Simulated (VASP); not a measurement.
# C (Fd-3m) in VASP: single point with r2SCAN

Aim: the single point of C with r2SCAN.

Program: VASP 6.6.1. These are calculated values, not measurements. Logs are shortened: lines on timing, memory, paths and dates and some standing lists are left out, and cuts for length are marked.

## Step 1: The cell of the first run

The structure is cubic, space group Fd-3m (No. 227). The conventional cell has a = 3.572 Å, b = 3.572 Å, c = 3.572 Å, α = 90.00°, β = 90.00°, γ = 90.00°. Within 2.1 Å of C (site symmetry -43m) lie 4 C at 1.55 Å.

## Step 2: Single point, r2SCAN

File POSCAR:

```
C
1.0
    0.0000000000      1.7857921262      1.7857921262
    1.7857921262      0.0000000000      1.7857921262
    1.7857921262      1.7857921262      0.0000000000
C
2
Direct
    0.0000000000      0.0000000000      0.0000000000
    0.2500000000      0.2500000000      0.2500000000
```

File INCAR.step1:

```
ALGO = Normal
EDIFF = 1E-5
ENCUT = 660
GGA = PE
GGA_COMPAT = False
ISMEAR = 0
LASPH = True
LCHARG = False
LREAL = False
LWAVE = True
NBANDS = 11
NELM = 120
PREC = Accurate
SIGMA = 0.02
```

File INCAR.step2:

```
ALGO = Normal
EDIFF = 1E-6
ENCUT = 660
GGA_COMPAT = False
ISIF = 2
ISMEAR = 0
ISTART = 1
LASPH = True
LCHARG = False
LMIXTAU = True
LREAL = False
LWAVE = False
METAGGA = R2SCAN
NBANDS = 11
NELM = 120
PREC = Accurate
SIGMA = 0.02
```

File KPOINTS:

```
k-points
0
Gamma
  12 12 12
```

Potentials or basis: VASP PAW PBE potentials, release 64 (C).

Run with:

```bash
$ cat potpaw_PBE.64/C/POTCAR > POTCAR
$ cp INCAR.step1 INCAR
$ mpirun -np 1 vasp_std > vasp.out
$ cp INCAR.step2 INCAR
$ mpirun -np 1 vasp_std > vasp.out
```

OUTCAR:

```text
EDIFF = 1E-6
   ENCUT = 660
   ISIF = 2
   ISMEAR = 0
   ISTART = 1
   LASPH = True
   LREAL = False
   METAGGA = R2SCAN
   NELM = 120
   PREC = Accurate

 ion  position               nearest neighbor table
   1  0.000  0.000  0.000-   2 1.55   2 1.55   2 1.55   2 1.55
   2  0.250  0.250  0.250-   1 1.55   1 1.55   1 1.55   1 1.55

  LATTYP: Found a face centered cubic cell.
 ALAT       =     3.5715842524

  Lattice vectors:

 A1 = (   0.0000000000,   1.7857921262,   1.7857921262)
 A2 = (   1.7857921262,   0.0000000000,   1.7857921262)
 A3 = (   1.7857921262,   1.7857921262,   0.0000000000)

Analysis of symmetry for initial positions (statically):
=====================================================================
 Subroutine PRICEL returns:
 Original cell was already a primitive cell.

 Routine SETGRP: Setting up the symmetry group for a
 face centered cubic supercell.

 Subroutine GETGRP returns: Found 48 space group operations
 (whereof 24 operations were pure point group operations)
 out of a pool of 48 trial point group operations.

The static configuration has the point symmetry T_d .
 The point group associated with its full space group is O_h .

Analysis of symmetry for dynamics (positions and initial velocities):
=====================================================================
 Subroutine PRICEL returns:
 Original cell was already a primitive cell.

 Routine SETGRP: Setting up the symmetry group for a
 face centered cubic supercell.

 Subroutine GETGRP returns: Found 48 space group operations
 (whereof 24 operations were pure point group operations)
 out of a pool of 48 trial point group operations.

The dynamic configuration has the point symmetry T_d .
 The point group associated with its full space group is O_h .

 Subroutine INISYM returns: Found 48 space group operations
 (whereof 24 operations are pure point group operations),
 and found     1 'primitive' translations

----------------------------------------------------------------------------------------

                                     Primitive cell

  volume of cell :      11.3900

  direct lattice vectors                    reciprocal lattice vectors
     0.000000000  1.785792126  1.785792126    -0.279987795  0.279987795  0.279987795
     1.785792126  0.000000000  1.785792126     0.279987795 -0.279987795  0.279987795
     1.785792126  1.785792126  0.000000000     0.279987795  0.279987795 -0.279987795

  length of vectors
     2.525491444  2.525491444  2.525491444     0.484953087  0.484953087  0.484953087

  position of ions in fractional coordinates (direct lattice)
     0.000000000  0.000000000  0.000000000
     0.250000000  0.250000000  0.250000000

  ion indices of the primitive-cell ions
   primitive index   ion index
                 1           1
                 2           2

----------------------------------------------------------------------------------------

 KPOINTS: k-points

Automatic generation of k-mesh.
 Grid dimensions read from file:
 generate k-points for:   12   12   12

 Generating k-lattice:

  Cartesian coordinates                     Fractional coordinates (reciprocal lattice)
    -0.023332316  0.023332316  0.023332316     0.083333333  0.000000000  0.000000000
     0.023332316 -0.023332316  0.023332316     0.000000000  0.083333333  0.000000000
     0.023332316  0.023332316 -0.023332316     0.000000000  0.000000000  0.083333333

  Length of vectors
     0.040412757  0.040412757  0.040412757

  Shift w.r.t. Gamma in fractional coordinates (k-lattice)
     0.000000000  0.000000000  0.000000000

 Subroutine IBZKPT returns following result:
 ===========================================

 Found     72 irreducible k-points:

 Following reciprocal coordinates:
            Coordinates               Weight
  0.000000  0.000000  0.000000      1.000000
  0.083333  0.000000  0.000000      8.000000
  0.166667  0.000000  0.000000      8.000000
  0.250000  0.000000  0.000000      8.000000
  0.333333  0.000000  0.000000      8.000000
  0.416667  0.000000  0.000000      8.000000
[... 16 lines left out ...]
  0.500000  0.166667  0.000000     24.000000
 -0.416667  0.166667  0.000000     24.000000
 [... further k-points ...]
   k-points           NKPTS =     72   k-points in BZ     NKDIM =     72   number of bands    NBANDS=     11
   number of dos      NEDOS =    301   number of ions     NIONS =      2
   total plane-waves  NPLWV =  13824
   dimension x,y,z NGX =    24 NGY =   24 NGZ =   24
   dimension x,y,z NGXF=    48 NGYF=   48 NGZF=   48
   ions per type =               2
   NGX,Y,Z   is equivalent  to a cutoff of  15.80, 15.80, 15.80 a.u.
   NGXF,Y,Z  is equivalent  to a cutoff of  31.60, 31.60, 31.60 a.u.
 SYSTEM =  unknown system
   PREC   = accura    normal or accurate (medium, high low for compatibility)
   ISTART =      1    job   : 0-new  1-cont  2-samecut
   ICHARG =      0    charge: 1-file 2-atom 10-const
   ISPIN  =      1    spin polarized calculation?
   LNONCOLLINEAR =      F non collinear calculations
   LSORBIT =      F    spin-orbit coupling
   LASPH  =      T    aspherical Exc in radial PAW
   ENCUT  =  660.0 eV  48.51 Ry    6.96 a.u.   5.29  5.29  5.29*2*pi/ulx,y,z
   NELM   =    120;   NELMIN=  2; NELMDL=  0     # of ELM steps
   EDIFF  = 0.1E-05   stopping-criterion for ELM
   LREAL  =      F    real-space projection
   EDIFFG = 0.1E-04   stopping-criterion for IOM
   NSW    =      0    number of steps for IOM
   IBRION =     -1    ionic relax: 0-MD 1-quasi-New 2-CG
   NFREE  =      0    steps in history (QN), initial steepest desc. (CG)
   ISIF   =      2    stress and relaxation
   ISYM   =      2    0-nonsym 1-usesym 2-fastsym
   POTIM  = 0.5000    time-step for ionic-motion
   TEBEG  =    0.0;   TEEND  =   0.0 temperature during run
   PSTRESS=    0.0 pullay stress
   NELECT =       8.0000    total number of electrons
   NUPDOWN=      -1.0000    fix difference up-down
   EMIN   =  10.00;   EMAX   =-10.00  energy-range for DOS
   EFERMI =   0.00;   METHOD = LEGACY
   ISMEAR =     0;   SIGMA  =   0.02  broadening in eV -4-tet -1-fermi 0-gaus
   EFERMI_NEDOS =   21; number of points for ismear=-14 and -15
   IALGO  =     38    algorithm
   IMIX   =      4    mixing-type and parameters
     AMIX     =   0.40;   BMIX     =  1.00
     AMIX_MAG =   1.60;   BMIX_MAG =  1.00
  volume/ion in A,a.u.               =       5.69        38.43
  Fermi-wavevector in a.u.,A,eV,Ry     =   1.455226  2.749979 28.812842  2.117684
  Thomas-Fermi vector in A             =   2.572286
   LORBIT       =      0    0 simple, 1 ext, 2 COOP (PROOUT), +10 PAW based schemes
   METAGGA = R2SCAN    functional components
   LHFCALC =     F    Hartree Fock is set to
   AEXX    =    0.0000 exact exchange contribution
   IVDW    =     0    specifies the selected vdW correction
   LEPSILON=     F    determine dielectric tensor
   LRPA    =     F    only Hartree local field effects (RPA)
 non-spin polarized calculation
 Gauss-broadening in eV      SIGMA  =   0.02
  energy-cutoff  :      660.00
  volume of cell :       11.39
 maximum number of plane-waves:       448
 NGX is ok and might be reduce to    24
   NGX = 11   NGY = 11   NGZ = 11

 number of electron       8.0000000 magnetization

 Free energy of the ion-electron system (eV)
  ---------------------------------------------------
  ext. energy  EPLUGINS =         0.00000000
  ---------------------------------------------------
  free energy    TOTEN  =       -19.66833886 eV

  energy without entropy =      -19.66833886  energy(sigma->0) =      -19.66833886

 E-fermi :   9.8303     XC(G=0): -14.2345

 val. band max:        9.6508010296   @ k =   0.0000   0.0000   0.0000
 cond. band min:      13.9850320137   @ k =   0.3333   0.3333   0.0000
 fundamental gap:      4.3342309841
 Fermi energy:         9.8303491272

 k-point     1 :       0.0000    0.0000    0.0000
  band No.  band energies     occupation
      1     -12.9866      2.00000
      2       9.6508      2.00000
      3       9.6508      2.00000
      4       9.6508      2.00000
      5      15.4755      0.00000
      6      15.4755      0.00000
      7      15.4755      0.00000
      8      23.3700      0.00000
      9      29.9929      0.00000
     10      36.9952      0.00000
     11      36.9952      0.00000

 k-point     2 :       0.0833    0.0000    0.0000
  band No.  band energies     occupation
      1     -12.7865      2.00000
      2       8.3381      2.00000
      3       9.3073      2.00000
      4       9.3073      2.00000
      5      15.9257      0.00000
      6      15.9257      0.00000
      7      16.2375      0.00000
      8      23.5771      0.00000
      9      30.3363      0.00000
     10      34.9520      0.00000
     11      34.9520      0.00000

 k-point     3 :       0.1667    0.0000    0.0000
  band No.  band energies     occupation
      1     -12.1885      2.00000
      2       5.6532      2.00000
      3       8.5638      2.00000
      4       8.5638      2.00000
      5      16.9020      0.00000
      6      16.9020      0.00000
      7      17.3615      0.00000
      8      24.1746      0.00000
      9      31.0538      0.00000
     10      33.3172      0.00000
     11      33.3172      0.00000

 k-point     4 :       0.2500    0.0000    0.0000
  band No.  band energies     occupation
      1     -11.2023      2.00000
      2       2.6654      2.00000
      3       7.7988      2.00000
      4       7.7988      2.00000
      5      17.8095      0.00000
      6      17.8095      0.00000
      7      18.0935      0.00000
      8      25.0069      0.00000
      9      31.4892      0.00000
     10      32.9106      0.00000
     11      32.9106      0.00000
[... 239 lines left out ...]
 k-point    22 :       0.4167    0.1667    0.0000
  band No.  band energies     occupation
      1      -8.6521      2.00000
      2      -0.6810      2.00000
      3       5.1100      2.00000
      4       5.3705      2.00000
      5      16.6325      0.00000
      6      21.2080      0.00000
      7      21.2313      0.00000
      8      23.0054      0.00000
      9      31.9078      0.00000
     10      33.2554      0.00000
     11      38.2325      0.00000

 k-point    23 :       0.5000    0.1667    0.0000
  band No.  band energies     occupation
      1      -7.0386      2.00000
      2      -2.9886      2.00000
      3       4.3587      2.00000
      4       5.4611      2.00000
      5      17.0777      0.00000
      6      20.9116      0.00000
      7      21.3330      0.00000
      8      24.7315      0.00000
      9      30.9135      0.00000
     10      34.7528      0.00000
     11      37.4380      0.00000

 k-point    24 :      -0.4167    0.1667    0.0000
  band No.  band energies     occupation
      1      -6.6168      2.00000
      2      -3.5009      2.00000
      3       3.8515      2.00000
      4       5.8580      2.00000
      5      17.5354      0.00000
      6      20.3875      0.00000
      7      21.3113      0.00000
      8      25.9826      0.00000
      9      30.1582      0.00000
     10      34.8736      0.00000
     11      35.5614      0.00000

 [... further k-points ...]
[... 5 lines left out ...]
  --------------------------------------------------------------------------------------
  -------------------------------------------------------------------------------------
  Total       -0.2908172     -0.2908172     -0.2908172      0.0000000      0.0000000      0.0000000
  in kB      -40.9079675    -40.9079675    -40.9079675      0.0000000      0.0000000      0.0000000
  external PRESSURE =     -40.9079675 kB  Pullay stress =       0.0000000 kB

 VOLUME and BASIS-vectors are now :
 -----------------------------------------------------------------------------
  energy-cutoff  :      660.00
  volume of cell :       11.39
      direct lattice vectors                 reciprocal lattice vectors
     0.000000000  1.785792126  1.785792126    -0.279987795  0.279987795  0.279987795
     1.785792126  0.000000000  1.785792126     0.279987795 -0.279987795  0.279987795
     1.785792126  1.785792126  0.000000000     0.279987795  0.279987795 -0.279987795

 POSITION                                       TOTAL-FORCE (eV/Angst)
 -----------------------------------------------------------------------------------
      0.00000      0.00000      0.00000         0.000000     -0.000000      0.000000
      0.89290      0.89290      0.89290        -0.000000      0.000000     -0.000000
 -----------------------------------------------------------------------------------
    total drift:                               -0.000000     -0.000000      0.000000

  FREE ENERGIE OF THE ION-ELECTRON SYSTEM (eV)
  ---------------------------------------------------
  free  energy   TOTEN  =       -19.6683388594 eV

  energy  without entropy=      -19.6683388594  energy(sigma->0) =      -19.66833886
```

Wall time 17 s (1 thread of Intel Xeon 6975P-C (Granite Rapids), shared host); peak memory 0.14 GiB.

What came out:

| Quantity | Value |
| --- | --- |
| Free energy | -19.6683 eV |
| Pressure | -4.1 GPa |
| Band gap on the k mesh | 4.33 eV (least direct gap 5.82 eV) |

Caveat: the cell stands under tension; the PAW data sets were made with another functional, which shifts forces and pressure a little. A k mesh can miss the band edges.
